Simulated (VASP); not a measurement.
Wanted: the native input for a VASP 6.6.1 run.

| Item | Value |
| --- | --- |
| Task | single point |
| Functional | HSE06 |
| Potentials or basis | VASP PAW PBE potentials, release 64 (Y_sv, N) |
| Cutoff | 520 eV |
| k mesh | 6 × 6 × 6 |
| Occupations | fermi-dirac, width 0.02 eV |
| Spin | no spin polarisation |
| Dipole correction | no |
| Grid for exact exchange (PRECFOCK) | Normal |
| Further INCAR settings | ALGO = Normal; EDIFF = 1e-06; NBANDS = 15 |
| Share of exact exchange | 0.25 |
| Screening parameter | 0.2079 1/Å |

The system is YN.

```
CELL_PARAMETERS angstrom
0.00000 2.44805 2.42357
2.44805 0.00000 2.42357
2.44805 2.44805 0.00000
ATOMIC_POSITIONS crystal
Y 0.00000 0.00000 0.00000
N 0.50000 0.50000 0.50000
```

This cell differs from its parent crystal: uniaxial z strain -1.0%.

One way to write it, as run:

POSCAR

```
YN
1.0
    0.0000000000      2.4480481427      2.4235676612
    2.4480481427      0.0000000000      2.4235676612
    2.4480481427      2.4480481427      0.0000000000
Y N
1 1
Direct
    0.0000000000      0.0000000000      0.0000000000
    0.5000000000      0.5000000000      0.5000000000
```

INCAR.step1

```
SYSTEM = YN
PREC     = Accurate       ! precision mode
ENCUT    = 520            ! plane-wave cutoff, eV
EDIFF    = 1E-5           ! SCF threshold, eV
ISMEAR   = -1             ! smearing method
SIGMA    = 0.02           ! smearing width, eV
LREAL    = .False.        ! projectors in reciprocal space
LASPH    = .True.         ! aspherical terms in the spheres
NELM     = 120            ! most SCF steps
ALGO     = Normal         ! electronic algorithm
ISIF     = 2              ! what is computed and relaxed
LWAVE    = .True.         ! write WAVECAR
LCHARG   = .False.        ! write CHGCAR
GGA      = PE             ! functional
NBANDS   = 15             ! bands
GGA_COMPAT= .False.
```

INCAR.step2

```
SYSTEM = YN
PREC     = Accurate       ! precision mode
ENCUT    = 520            ! plane-wave cutoff, eV
EDIFF    = 1E-6           ! SCF threshold, eV
ISMEAR   = -1             ! smearing method
SIGMA    = 0.02           ! smearing width, eV
LREAL    = .False.        ! projectors in reciprocal space
LASPH    = .True.         ! aspherical terms in the spheres
NELM     = 120            ! most SCF steps
ALGO     = Normal         ! electronic algorithm
ISIF     = 2              ! what is computed and relaxed
LWAVE    = .False.        ! write WAVECAR
LCHARG   = .False.        ! write CHGCAR
GGA      = PE             ! functional
LHFCALC  = .True.         ! exact exchange
HFSCREEN = 0.2079         ! screening, 1/A
PRECFOCK = Normal       
ISTART   = 1            
NBANDS   = 15             ! bands
GGA_COMPAT= .False.
```

KPOINTS

```
Automatic mesh
0
Gamma
  6 6 6
  0 0 0
```

Potentials or basis: VASP PAW PBE potentials, release 64 (Y_sv, N).

Launch:

```console
$ cat potpaw_PBE.64/Y_sv/POTCAR potpaw_PBE.64/N/POTCAR > POTCAR
$ cp INCAR.step1 INCAR
$ mpirun -np 1 vasp_std > vasp.out
$ cp INCAR.step2 INCAR
$ mpirun -np 1 vasp_std > vasp.out
```

Results of the run:

* Pressure: 0.0 GPa
* Band gap on the k mesh: 1.03 eV (least direct gap 1.52 eV)

Caveat: the cell differs from its parent crystal (uniaxial z strain -1.0%); the structure was generated, so it needn't be the stable form of YN; the PAW data sets were made with another functional, which shifts forces and pressure a little.

Wall time 100 min on 1 thread of Intel Xeon 8259CL (shared host), peak memory 0.29 GiB.
